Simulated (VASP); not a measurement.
# Fe (P6_3/mmc) in VASP: a series of runs

The runs below take Fe through single point, with PBEsol+D4, B3LYP.

Program: VASP 6.6.1. These are calculated values, not measurements. Logs are shortened: lines on timing, memory, paths and dates and some standing lists are left out, and cuts for length are marked.

### Step 1. The cell of the first run

Symmetry: P6_3/mmc, No. 194, hexagonal system. Conventional cell: a = 2.482 Å, b = 2.482 Å, c = 3.917 Å, α = 90.00°, β = 90.00°, γ = 120.00°. Fe (site symmetry -6m2) has 12 Fe at 2.43 to 2.48 Å within 3.2 Å.

This isn't the form of Fe at room conditions, which is bcc.

### Step 2. Single point, PBEsol+D4, collinear spin, ferromagnetic start

File INCAR:

```
PREC = Accurate
ENCUT = 600
EDIFF = 1E-6
ISMEAR = -1
SIGMA = 0.05
LREAL = F
LASPH = T
NELM = 200
ALGO = Normal
ISIF = 2
LWAVE = F
LCHARG = F
ISPIN = 2
MAGMOM = 3 3
LORBIT = 11
LMAXMIX = 4
GGA = PS
IVDW = 13
NBANDS = 27
GGA_COMPAT = F
```

File KPOINTS:

```
Automatic mesh
0
Gamma
  12 12 7
```

File POSCAR:

```
Fe
1.0
    2.4818982858      0.0000000000      0.0000000000
   -1.2409491429      2.1493869651      0.0000000000
    0.0000000000      0.0000000000      3.9172856485
Fe
2
Direct
    0.6666666667      0.3333333333      0.7500000000
    0.3333333333      0.6666666667      0.2500000000
```

Potentials or basis: VASP PAW PBE potentials, release 64 (Fe_sv).

Run with:

```bash
$ cat potpaw_PBE.64/Fe_sv/POTCAR > POTCAR
$ mpirun -np 1 vasp_std > vasp.out
```

OUTCAR:

```text
PREC = Accurate
   ENCUT = 600
   EDIFF = 1E-6
   ISMEAR = -1
   LREAL = F
   LASPH = T
   NELM = 200
   ISIF = 2
   ISPIN = 2
   LORBIT = 11
   GGA = PS
   IVDW = 13

 ion  position               nearest neighbor table
   1  0.667  0.333  0.750-   2 2.43   2 2.43   2 2.43   2 2.43   2 2.43   2 2.43
   2  0.333  0.667  0.250-   1 2.43   1 2.43   1 2.43   1 2.43   1 2.43   1 2.43

  LATTYP: Found a hexagonal cell.
 ALAT       =     2.4818982858
 C/A-ratio  =     1.5783425416

  Lattice vectors:

 A1 = (   2.4818982858,   0.0000000000,   0.0000000000)
 A2 = (  -1.2409491429,   2.1493869651,   0.0000000000)
 A3 = (   0.0000000000,   0.0000000000,   3.9172856485)

Analysis of symmetry for initial positions (statically):
=====================================================================
 Subroutine PRICEL returns:
 Original cell was already a primitive cell.

 Routine SETGRP: Setting up the symmetry group for a
 hexagonal supercell.

 Subroutine GETGRP returns: Found 24 space group operations
 (whereof 12 operations were pure point group operations)
 out of a pool of 24 trial point group operations.

The static configuration has the point symmetry D_3d.
 The point group associated with its full space group is D_6h.

Analysis of symmetry for dynamics (positions and initial velocities):
=====================================================================
 Subroutine PRICEL returns:
 Original cell was already a primitive cell.

 Routine SETGRP: Setting up the symmetry group for a
 hexagonal supercell.

 Subroutine GETGRP returns: Found 24 space group operations
 (whereof 12 operations were pure point group operations)
 out of a pool of 24 trial point group operations.

The dynamic configuration has the point symmetry D_3d.
 The point group associated with its full space group is D_6h.

Analysis of structural, dynamic, and magnetic symmetry:
=====================================================================
 Subroutine PRICEL returns:
 Original cell was already a primitive cell.

 Routine SETGRP: Setting up the symmetry group for a
 hexagonal supercell.

 Subroutine GETGRP returns: Found 24 space group operations
 (whereof 12 operations were pure point group operations)
 out of a pool of 24 trial point group operations.

The overall configuration has the point symmetry D_3d.
 The point group associated with its full space group is D_6h.

 Subroutine INISYM returns: Found 24 space group operations
 (whereof 12 operations are pure point group operations),
 and found     1 'primitive' translations

----------------------------------------------------------------------------------------

                                     Primitive cell

  volume of cell :      20.8970

  direct lattice vectors                    reciprocal lattice vectors
     2.481898286  0.000000000  0.000000000     0.402917398  0.232624468  0.000000000
    -1.240949143  2.149386965  0.000000000     0.000000000  0.465248937  0.000000000
     0.000000000  0.000000000  3.917285649     0.000000000  0.000000000  0.255278805

  length of vectors
     2.481898286  2.481898286  3.917285649     0.465248937  0.465248937  0.255278805

  position of ions in fractional coordinates (direct lattice)
     0.666666667  0.333333333  0.750000000
     0.333333333  0.666666667  0.250000000

  ion indices of the primitive-cell ions
   primitive index   ion index
                 1           1
                 2           2

----------------------------------------------------------------------------------------

 KPOINTS: Automatic mesh

Automatic generation of k-mesh.
 Grid dimensions read from file:
 generate k-points for:   12   12    7

 Generating k-lattice:

  Cartesian coordinates                     Fractional coordinates (reciprocal lattice)
     0.033576450  0.019385372  0.000000000     0.083333333 -0.000000000  0.000000000
     0.000000000  0.038770745  0.000000000     0.000000000  0.083333333  0.000000000
     0.000000000  0.000000000  0.036468401     0.000000000  0.000000000  0.142857143

  Length of vectors
     0.038770745  0.038770745  0.036468401

  Shift w.r.t. Gamma in fractional coordinates (k-lattice)
     0.000000000  0.000000000  0.000000000

 Subroutine IBZKPT returns following result:
 ===========================================

 Found     76 irreducible k-points:

 Following reciprocal coordinates:
            Coordinates               Weight
  0.000000  0.000000  0.000000      1.000000
  0.083333 -0.000000  0.000000      6.000000
  0.166667  0.000000  0.000000      6.000000
  0.250000  0.000000  0.000000      6.000000
  0.333333  0.000000  0.000000      6.000000
  0.416667  0.000000  0.000000      6.000000
[... 16 lines left out ...]
  0.250000  0.000000  0.142857     12.000000
  0.333333  0.000000  0.142857     12.000000
 [... further k-points ...]
   k-points           NKPTS =     76   k-points in BZ     NKDIM =     76   number of bands    NBANDS=     27
   number of dos      NEDOS =    301   number of ions     NIONS =      2
   total plane-waves  NPLWV =  12800
   dimension x,y,z NGX =    20 NGY =   20 NGZ =   32
   dimension x,y,z NGXF=    40 NGYF=   40 NGZF=   64
   ions per type =               2
   NGX,Y,Z   is equivalent  to a cutoff of  13.40, 13.40, 13.58 a.u.
   NGXF,Y,Z  is equivalent  to a cutoff of  26.79, 26.79, 27.16 a.u.
 SYSTEM =  unknown system
   PREC   = accura    normal or accurate (medium, high low for compatibility)
   ISTART =      0    job   : 0-new  1-cont  2-samecut
   ICHARG =      2    charge: 1-file 2-atom 10-const
   ISPIN  =      2    spin polarized calculation?
   LNONCOLLINEAR =      F non collinear calculations
   LSORBIT =      F    spin-orbit coupling
   LASPH  =      T    aspherical Exc in radial PAW
   ENCUT  =  600.0 eV  44.10 Ry    6.64 a.u.   4.96  4.96  7.82*2*pi/ulx,y,z
   NELM   =    200;   NELMIN=  2; NELMDL= -5     # of ELM steps
   EDIFF  = 0.1E-05   stopping-criterion for ELM
   LREAL  =      F    real-space projection
   EDIFFG = 0.1E-04   stopping-criterion for IOM
   NSW    =      0    number of steps for IOM
   IBRION =     -1    ionic relax: 0-MD 1-quasi-New 2-CG
   NFREE  =      0    steps in history (QN), initial steepest desc. (CG)
   ISIF   =      2    stress and relaxation
   ISYM   =      2    0-nonsym 1-usesym 2-fastsym
   POTIM  = 0.5000    time-step for ionic-motion
   TEBEG  =    0.0;   TEEND  =   0.0 temperature during run
   PSTRESS=    0.0 pullay stress
   NELECT =      32.0000    total number of electrons
   NUPDOWN=      -1.0000    fix difference up-down
   EMIN   =  10.00;   EMAX   =-10.00  energy-range for DOS
   EFERMI =   0.00;   METHOD = LEGACY
   ISMEAR =    -1;   SIGMA  =   0.05  broadening in eV -4-tet -1-fermi 0-gaus
   EFERMI_NEDOS =   21; number of points for ismear=-14 and -15
   IALGO  =     38    algorithm
   IMIX   =      4    mixing-type and parameters
     AMIX     =   0.40;   BMIX     =  1.00
     AMIX_MAG =   1.60;   BMIX_MAG =  1.00
  volume/ion in A,a.u.               =      10.45        70.51
  Fermi-wavevector in a.u.,A,eV,Ry     =   1.886964  3.565844 48.445340  3.560632
  Thomas-Fermi vector in A             =   2.929110
   LORBIT       =     11    0 simple, 1 ext, 2 COOP (PROOUT), +10 PAW based schemes
   GGA     = PS    functional components
   LHFCALC =     F    Hartree Fock is set to
   AEXX    =    0.0000 exact exchange contribution
   IVDW    =    13    specifies the selected vdW correction
   LEPSILON=     F    determine dielectric tensor
   LRPA    =     F    only Hartree local field effects (RPA)
 spin polarized calculation
  energy-cutoff  :      600.00
  volume of cell :       20.90
 maximum number of plane-waves:       717
 NGX is ok and might be reduce to    20
   NGX =  9   NGY =  9   NGZ = 15

 number of electron      32.0000003 magnetization       0.0209111

 number of electron      32.0000003 magnetization      -0.0007917

 Free energy of the ion-electron system (eV)
  ---------------------------------------------------
  ext. energy  EPLUGINS =         0.00000000
  ---------------------------------------------------
  free energy    TOTEN  =       -18.05679903 eV

  energy without entropy =      -18.03558121  energy(sigma->0) =      -18.04619012

 E-fermi :  13.3285     XC(G=0): -14.4725

 val. band max:       13.3284023500   @ k =   0.4167   0.0833   0.4286
 cond. band min:      13.3287535815   @ k =   0.4167   0.0833   0.4286
 fundamental gap:      0.0003512315
 Fermi energy:        13.3285285759

 spin component 1

 k-point     1 :       0.0000    0.0000    0.0000
  band No.  band energies     occupation
      1     -73.6258      1.00000
      2     -73.5015      1.00000
      3     -40.0754      1.00000
      4     -39.5643      1.00000
      5     -39.5643      1.00000
      6     -39.4717      1.00000
[... 19 lines left out ...]
     26      38.8486      0.00000
     27      39.7195      0.00000
[... 661 lines left out ...]
 k-point    24 :       0.3333    0.0000    0.1429
  band No.  band energies     occupation
      1     -73.5489      1.00000
      2     -73.4845      1.00000
      3     -39.9353      1.00000
      4     -39.8145      1.00000
      5     -39.7742      1.00000
      6     -39.6496      1.00000
[... 19 lines left out ...]
     26      36.4211      0.00000
     27      37.8334      0.00000

 [... further k-points ...]

 spin component 2

 k-point     1 :       0.0000    0.0000    0.0000
  band No.  band energies     occupation
      1     -73.6262      1.00000
      2     -73.5019      1.00000
      3     -40.0759      1.00000
      4     -39.5648      1.00000
      5     -39.5648      1.00000
      6     -39.4722      1.00000
[... 19 lines left out ...]
     26      38.8487      0.00000
     27      39.7194      0.00000
[... 661 lines left out ...]
 k-point    24 :       0.3333    0.0000    0.1429
  band No.  band energies     occupation
      1     -73.5494      1.00000
      2     -73.4850      1.00000
      3     -39.9358      1.00000
      4     -39.8150      1.00000
      5     -39.7747      1.00000
      6     -39.6500      1.00000
[... 19 lines left out ...]
     26      36.4211      0.00000
     27      37.8332      0.00000

 [... further k-points ...]

------------------------ aborting loop because EDIFF is reached ----------------------------------------

  DFT-D4 for vdW energy calculation

  Edisp (eV):   -0.43922

  FORCE on cell =-STRESS in cart. coord.  units (eV):
  Direction    XX          YY          ZZ          XY          YZ          ZX
  --------------------------------------------------------------------------------------
  -------------------------------------------------------------------------------------
  Total      -3.22280    -3.22280    -3.12832     0.00000     0.00000    -0.00000
  in kB    -247.09315  -247.09315  -239.84870     0.00000     0.00000    -0.00000
  external pressure =     -244.68 kB  Pullay stress =        0.00 kB

 VOLUME and BASIS-vectors are now :
 -----------------------------------------------------------------------------
  energy-cutoff  :      600.00
  volume of cell :       20.90
      direct lattice vectors                 reciprocal lattice vectors
     2.481898286  0.000000000  0.000000000     0.402917398  0.232624468  0.000000000
    -1.240949143  2.149386965  0.000000000     0.000000000  0.465248937  0.000000000
     0.000000000  0.000000000  3.917285649     0.000000000  0.000000000  0.255278805

 POSITION                                       TOTAL-FORCE (eV/Angst)
 -----------------------------------------------------------------------------------
      1.24095      0.71646      2.93796         0.000000     -0.000000      0.000000
     -0.00000      1.43292      0.97932        -0.000000      0.000000      0.000000
 -----------------------------------------------------------------------------------
    total drift:                               -0.000000      0.000000     -0.000000

  FREE ENERGIE OF THE ION-ELECTRON SYSTEM (eV)
  ---------------------------------------------------
  free  energy   TOTEN  =       -18.4960186376 eV

  energy  without entropy=      -18.4748008108  energy(sigma->0) =      -18.48540972

 total charge

# of ion       s       p       d       tot
------------------------------------------
    1        2.202   6.049   5.522  13.773
    2        2.202   6.049   5.522  13.773
--------------------------------------------------
tot          4.405  12.097  11.044  27.546

 magnetization (x)

# of ion       s       p       d       tot
------------------------------------------
    1        0.000   0.000  -0.000  -0.000
    2        0.000   0.000  -0.000  -0.000
--------------------------------------------------
tot          0.000   0.000  -0.001  -0.001
```

Run time: 1.9 min. Hardware: 1 thread of Intel Xeon Platinum 8488C (Sapphire Rapids), shared host; peak memory 0.18 GiB.

What came out:

| Quantity | Value |
| --- | --- |
| Free energy | -18.4960 eV |
| Pressure | -24.5 GPa |
| Band gap on the k mesh | zero (filled and empty bands overlap) |
| Net moment | 0.00 μB per cell |
| Valence electrons inside the program's atomic spheres | Fe 13.77 |
| Dispersion energy per atom | -0.220 eV |

Caveat: the cell stands under tension; the PAW data sets were made with another functional, which shifts forces and pressure a little.

### Step 3. Single point, B3LYP, collinear spin, ferromagnetic start

This run uses another cell than the first one, of 9.86 Å³/atom.

File POSCAR:

```
Fe
1.0
    2.4341575853      0.0000000000      0.0000000000
   -1.2170787927      2.1080423057      0.0000000000
    0.0000000000      0.0000000000      3.8419344700
Fe
2
Direct
    0.6666666667      0.3333333333      0.7500000000
    0.3333333333      0.6666666667      0.2500000000
```

File INCAR.step1:

```
  ALGO = Normal
  EDIFF = 1E-5
  ENCUT = 520
  GGA = PE
  ISIF = 2
  ISMEAR = -1
  ISPIN = 2
  LASPH = True
  LCHARG = False
  LMAXMIX = 4
  LORBIT = 11
  LREAL = False
  LWAVE = True
  MAGMOM = 3 3
  NBANDS = 19
  NELM = 150
  PREC = Accurate
  SIGMA = 0.05
```

File INCAR.step2:

```
  AEXX = 0.2
  AGGAC = 0.81
  AGGAX = 0.72
  ALDAC = 0.19
  ALGO = Normal
  EDIFF = 1E-6
  ENCUT = 520
  GGA = B3
  ISIF = 2
  ISMEAR = -1
  ISPIN = 2
  ISTART = 1
  LASPH = True
  LCHARG = False
  LHFCALC = True
  LMAXMIX = 4
  LORBIT = 11
  LREAL = False
  LWAVE = False
  MAGMOM = 3 3
  NBANDS = 19
  NELM = 150
  PREC = Accurate
  PRECFOCK = Normal
  SIGMA = 0.05
```

File KPOINTS:

```
k-points
0
Gamma
  6 6 4
```

Potentials or basis: VASP PAW PBE potentials, release 64 (Fe).

Run with:

```bash
$ cat potpaw_PBE.64/Fe/POTCAR > POTCAR
$ cp INCAR.step1 INCAR
$ mpirun -np 1 vasp_std > vasp.out
$ cp INCAR.step2 INCAR
$ mpirun -np 1 vasp_std > vasp.out
```

Wall time 62 min (1 thread of Intel Xeon 6975P-C (Granite Rapids), shared host); peak memory 0.15 GiB.

The run converged. Its results:

```yaml
Free_energy: -18.4029 eV
Pressure: 6.3 GPa
Net_moment: 0.56 μB per cell
Site_moments: Fe +0.27 μB
Valence_electrons_inside_the_program's_atomic_spheres: Fe 7.66
```

Stress tensor (GPa, compression positive):
```
5.60 0.00 0.00
0.00 5.60 0.00
0.00 0.00 7.61
```

Levels at points of the mesh, in eV from the Fermi level:
Spin up:
```tsv
k point	band 6	band 7	band 8	band 9	band 10	band 11
(0.00, 0.00, 0.00)	-2.26	-2.26	-2.14	-2.14	0.73	0.73
(0.50, 0.00, 0.00)	-2.37	-1.67	1.08	1.10	1.35	3.73
(0.00, 0.00, 0.50)	-3.01	-2.75	-2.75	-0.45	-0.45	-0.45
(0.50, 0.00, 0.50)	-1.74	0.57	0.57	1.25	1.25	3.42
```
Spin down:
| k point | band 6 | band 7 | band 8 | band 9 | band 10 | band 11 |
| --- | --- | --- | --- | --- | --- | --- |
| (0.00, 0.00, 0.00) | -1.72 | -1.72 | -1.35 | -1.35 | 1.19 | 1.61 |
| (0.50, 0.00, 0.00) | -1.94 | -1.52 | 1.78 | 2.05 | 2.11 | 3.92 |
| (0.00, 0.00, 0.50) | -2.46 | -2.46 | -2.46 | 1.02 | 1.02 | 1.02 |
| (0.50, 0.00, 0.50) | -0.90 | 0.71 | 0.71 | 1.91 | 1.91 | 3.59 |

Caveat: the k points lie up to 0.50 Å⁻¹ apart; the PAW data sets were made with another functional, which shifts forces and pressure a little.

[end of part 1 of 2]
